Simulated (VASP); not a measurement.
A run of VASP 6.6.1:

INCAR

```
SYSTEM = Sr
AGGAC = 1.0
AGGAX = 1.0
ALDAC = 0.0
ALDAX = 1.0
ALGO = Normal
EDIFF = 1E-6
ENCUT = 520
GGA = B5
ISIF = 2
ISMEAR = -1
LASPH = .TRUE.
LCHARG = .TRUE.
LELF = .TRUE.
LREAL = .FALSE.
LVHAR = .TRUE.
LWAVE = .FALSE.
NBANDS = 11
NELM = 100
PREC = Accurate
SIGMA = 0.1
```

The input KPOINTS:

```
k-points
0
G
  15 15 15
  0 0 0
```

The input POSCAR:

```
Sr
1.0
    0.0000000000      3.0012321217      3.0012321217
    3.0012321217      0.0000000000      3.0012321217
    3.0012321217      3.0012321217      0.0000000000
Sr
1
Direct
    0.0000000000      0.0000000000      0.0000000000
```

Potentials or basis: VASP PAW PBE potentials, release 64 (Sr_sv).

Command:

```console
$ cat potpaw_PBE.64/Sr_sv/POTCAR > POTCAR
$ mpirun -np 1 vasp_std > vasp.out
```

Hardware: 1 thread of AMD EPYC 7R43 64-Core Processor (Zen 3) (shared host).

Q: How long does it take, and how much memory?

A: Wall time 76 s on 1 thread of AMD EPYC 7R43 64-Core Processor (Zen 3) (shared host), peak memory 0.18 GiB. Counts: scf iterations 13, k points 120.
